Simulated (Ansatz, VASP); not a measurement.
**LuH2 in VASP and in Ansatz**

```
CELL_PARAMETERS angstrom
0.00000 2.47907 2.47907
2.47907 0.00000 2.47907
2.47907 2.47907 0.00000
ATOMIC_POSITIONS crystal
Lu 0.00000 0.00000 0.00000
H 0.25000 0.25000 0.25000
H 0.75000 0.75000 0.75000
```

Alike in both runs: task relaxation of cell and atoms; functional PBEsol; k mesh 14 × 14 × 14; occupations fermi-dirac, width 0.15 eV; no spin polarisation.

|  | VASP | Ansatz |
| --- | --- | --- |
| version | VASP 6.6.1 | Ansatz 0.2.0 |
| potentials or method | VASP PAW PBE potentials, release 64 (Lu, H), cutoff 600 eV | scalar-relativistic, plane waves, PAW |
| valence electrons in the cell | 27 | 27 |

```tsv
	VASP	Ansatz	Ansatz less VASP
gap on the k mesh at the Fermi level, each at its own relaxed structure (eV)	none	none	-
relaxed volume (Å³/atom)	10.21	10.16	-0.051
relaxed cell length with the largest relative difference (Å)	3.513	3.507	-0.0059
```

VASP's potentials were made for PBE, not for PBEsol. A gap of «none» marks a metal or a gap that the smearing closes.

Neither program's run includes spin-orbit coupling.
